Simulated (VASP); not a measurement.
Here is a VASP 6.6.1 calculation.

File INCAR:

```
PREC = Accurate
ENCUT = 520
EDIFF = 1E-6
ISMEAR = -1
SIGMA = 0.05
LREAL = False
LASPH = True
NELM = 150
ALGO = Normal
ISIF = 2
LWAVE = False
LCHARG = False
ISPIN = 2
MAGMOM = 1 1 0 0.6 0
LORBIT = 11
LMAXMIX = 4
GGA = B5
ALDAX = 1.0
AGGAX = 1.0
AGGAC = 1.0
ALDAC = 0.0
NBANDS = 40
LUSENCCL = False
```

The input KPOINTS:

```
regular mesh
0
Gamma
  6 6 4
```

Contents of POSCAR:

```
NiMoIrPdW
1.0
    4.1170500000      0.0000000000      0.0000000000
   -2.0585300000      3.5654700000      0.0000000000
    0.0000000000      0.0000000000      5.4458000000
Ni Mo Pd Ir W
1 1 1 1 1
Direct
    0.0000000000      0.0000000000      0.9577500000
    0.6666700000      0.3333300000      0.9616100000
    0.6666700000      0.3333300000      0.4629500000
    0.3333300000      0.6666700000      0.7257200000
    0.3333300000      0.6666700000      0.2364200000
```

Potentials or basis: VASP PAW PBE potentials, release 64 (Ni, Mo_sv, Pd, Ir, W_sv).

Run with:

```bash
$ cat potpaw_PBE.64/Ni/POTCAR potpaw_PBE.64/Mo_sv/POTCAR potpaw_PBE.64/Pd/POTCAR potpaw_PBE.64/Ir/POTCAR potpaw_PBE.64/W_sv/POTCAR > POTCAR
$ mpirun -np 1 vasp_std > vasp.out
```

(1) Predict the largest force.

(2) Predict the net moment.

(3) What does it give for the pressure?

## Answers

(1) 0.300 eV/Å.

(2) 0.00 μB per cell.

(3) 10.7 GPa.

Caveat: the cell stands under pressure; the PAW data sets were made with another functional, which shifts forces and pressure a little.
